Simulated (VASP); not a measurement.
Nd:

```xyz
1
Lattice="0.0000 2.6049 2.6049 2.6049 0.0000 2.6049 2.6049 2.6049 0.0000" Properties=species:S:1:pos:R:3 pbc="T T T"
Nd    0.0000    0.0000    0.0000
```

This isn't the form of Nd at room conditions, which is double hcp.

Base run:

* Program: VASP 6.6.1
* Functional: PBE
* Potentials or basis: VASP PAW PBE potentials, release 64 (Nd)
* Cutoff: 520 eV
* k mesh: 8 × 8 × 8
* Occupations: methfessel-paxton, width 0.05 eV
* Spin: collinear spin, ferromagnetic start
* Starting moments: [3.0] μB

Its results: pressure -0.4 GPa; net moment 4.29 μB per cell; site moments Nd +3.42 μB.

The run is repeated on the same cell with these changes: k mesh from 8 × 8 × 8 to 14 × 14 × 14. What comes out?

Pressure -0.6 GPa; net moment 4.18 μB per cell; site moments Nd +3.38 μB.

Caveats: the magnetic or orbital state may not be the lowest.
